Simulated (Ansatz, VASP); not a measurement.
SnO: VASP beside Ansatz

```
Sn O
1.0
     3.80803    0.00000    0.00000
     0.00000    3.80803    0.00000
     0.00000    0.00000    4.93413
Sn O
2 2
Direct
  0.00000 0.50000 0.23247
  0.50000 0.00000 0.76753
  0.00000 0.00000 0.00000
  0.50000 0.50000 0.00000
```

Alike in both runs: functional r2SCAN; k mesh 10 × 10 × 8; occupations gaussian, width 0.01 eV; no spin polarisation.

Ansatz relaxed the structure, and its values are those at the end. VASP's run is a single point on that final structure, the one shown.

|  | VASP | Ansatz |
| --- | --- | --- |
| version | VASP 6.6.1 | Ansatz 0.2.0 |
| potentials or method | VASP PAW PBE potentials, release 64 (Sn_d, O), cutoff 520 eV | scalar-relativistic, plane waves, PAW |
| valence electrons in the cell | 40 | 40 |

VASP gave:

| Item | Value |
| --- | --- |
| gap on the k mesh at the Fermi level (eV) | 0.37 |
| least direct gap on the mesh (eV) | 2.32 |
| pressure (GPa) | 0.6 |
| rms of the force components (eV/Å) | 0.058 |

**Question.** What did Ansatz give for the same quantities?

**Answer.** gap on the k mesh at the Fermi level (eV): 0.36; least direct gap on the mesh (eV): 2.37; pressure (GPa): 0.0; rms of the force components (eV/Å): 0.000.

VASP's potentials were made for PBE, not for r2SCAN.
